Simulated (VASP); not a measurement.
Set up this calculation in VASP 6.6.1, as the native input.

```
Task                   : single point
Functional             : PBEsol
Potentials or basis    : VASP PAW PBE potentials, release 64 (Sn_d, O)
Cutoff                 : 520 eV
k mesh                 : 6 × 3 × 1
Occupations            : fermi-dirac, width 0.05 eV
Spin                   : no spin polarisation
Dipole correction      : no
Further INCAR settings : LREAL = Auto; ALGO = Normal; EDIFF = 1e-06; NBANDS = 122
```

The structure of SnO2 lies in POSCAR:

```
SnO2
1.0
    0.0000000000      0.0000000000      3.2121010000
    4.7690460000     -4.7690460000      0.0000000000
   18.1937320000     18.1937320000      0.0000000000
Sn O
8 16
Direct
    0.0026730000      0.9997150000      0.6904130000
    0.0026480000      0.4999000000      0.3097370000
    0.0028550000      0.9998110000      0.4294930000
    0.0028150000      0.4997870000      0.5706480000
    0.5025760000      0.4997450000      0.7059370000
    0.5026100000      0.9999130000      0.2942030000
    0.5028210000      0.4998050000      0.4396640000
    0.5027690000      0.9997700000      0.5604810000
    0.0026040000      0.0002000000      0.2485880000
    0.0027920000      0.4998510000      0.3873390000
    0.0027790000      0.9997830000      0.5110760000
    0.0026410000      0.5000400000      0.6495370000
    0.0025850000      0.4996290000      0.7515510000
    0.0027230000      0.9998820000      0.3506050000
    0.0028280000      0.4998430000      0.4890760000
    0.0027510000      0.9997470000      0.6128140000
    0.5026740000      0.1851670000      0.7021030000
    0.5026530000      0.6852800000      0.2979710000
    0.5028350000      0.1953110000      0.4337640000
    0.5028010000      0.6952610000      0.5663900000
    0.5026740000      0.8143920000      0.7022450000
    0.5026530000      0.3145360000      0.2979760000
    0.5028340000      0.8043470000      0.4337400000
    0.5028030000      0.3043090000      0.5664030000
```

The input as run:

INCAR

```
PREC = Accurate ; ENCUT = 520
EDIFF = 1E-6 ; ISMEAR = -1
SIGMA = 0.05 ; LREAL = Auto
LASPH = True ; NELM = 80
ALGO = Normal ; ISIF = 2
LWAVE = False ; LCHARG = True
GGA = PS ; LELF = True
LVHAR = True ; NBANDS = 122
```

KPOINTS

```
Automatic mesh
0
Gamma
  6 3 1
```

Potentials or basis: VASP PAW PBE potentials, release 64 (Sn_d, O).

Launch:

```bash
$ cat potpaw_PBE.64/Sn_d/POTCAR potpaw_PBE.64/O/POTCAR > POTCAR
$ mpirun -np 1 vasp_std > vasp.out
```

Results of the run:

| Property | Result |
| --- | --- |
| Largest force | 0.066 eV/Å |
| Band gap on the k mesh | 0.86 eV (least direct gap 0.91 eV) |

Caveat: there is no dipole correction, which matters where the two faces differ; the PAW data sets were made with another functional, which shifts forces and pressure a little; spin-orbit coupling is left out, which moves the levels of the heavy elements.

Run time: 24 min on 1 thread of Oxide Virtual Turin-like Processor (shared host), peak memory 0.72 GiB.
